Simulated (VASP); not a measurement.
Write the native input for VASP 6.6.1 that does the following.

```yaml
Task: single point
Functional: PBEsol
Potentials_or_basis: VASP PAW PBE potentials, release 64 (Mg, S)
Cutoff: 600 eV
k_mesh: 6 × 6 × 6
Occupations: gaussian, width 0.01 eV
Spin: no spin polarisation
Dipole_correction: no
Further_INCAR_settings: ALGO = Normal; EDIFF = 1e-06; NBANDS = 11
```

The structure of MgS (sol) lies in POSCAR:

```
MgS
1.0
    0.0000000000      2.8257015369      2.8257015369
    2.8257015369      0.0000000000      2.8257015369
    2.8257015369      2.8257015369      0.0000000000
Mg S
1 1
Direct
    0.0000000000      0.0000000000      0.0000000000
    0.2500000000      0.2500000000      0.2500000000
```

One way to write it, as run:

INCAR

```
PREC     = Accurate       # precision mode
ENCUT    = 600            # plane-wave cutoff, eV
EDIFF    = 1E-6           # SCF threshold, eV
ISMEAR   = 0              # smearing method
SIGMA    = 0.01           # smearing width, eV
LREAL    = False          # projectors in reciprocal space
LASPH    = True           # aspherical terms in the spheres
NELM     = 120            # most SCF steps
ALGO     = Normal         # electronic algorithm
ISIF     = 2              # what is computed and relaxed
LWAVE    = False          # write WAVECAR
LCHARG   = True           # write CHGCAR
GGA      = PS             # functional
LELF     = True           # ELF
LVHAR    = True         
NBANDS   = 11             # bands
GGA_COMPAT= False
```

KPOINTS

```
regular mesh
0
Gamma
  6 6 6
```

Potentials or basis: VASP PAW PBE potentials, release 64 (Mg, S).

Command:

```console
$ cat potpaw_PBE.64/Mg/POTCAR potpaw_PBE.64/S/POTCAR > POTCAR
$ mpirun -np 1 vasp_std > vasp.out
```

It gave:

The pressure is -0.1 GPa and the band gap on the k mesh is 3.32 eV, direct.

Caveat: the PAW data sets were made with another functional, which shifts forces and pressure a little.

Wall time 18 s on 1 thread of Intel Xeon 8259CL, with other jobs on the host, peak memory 0.17 GiB.
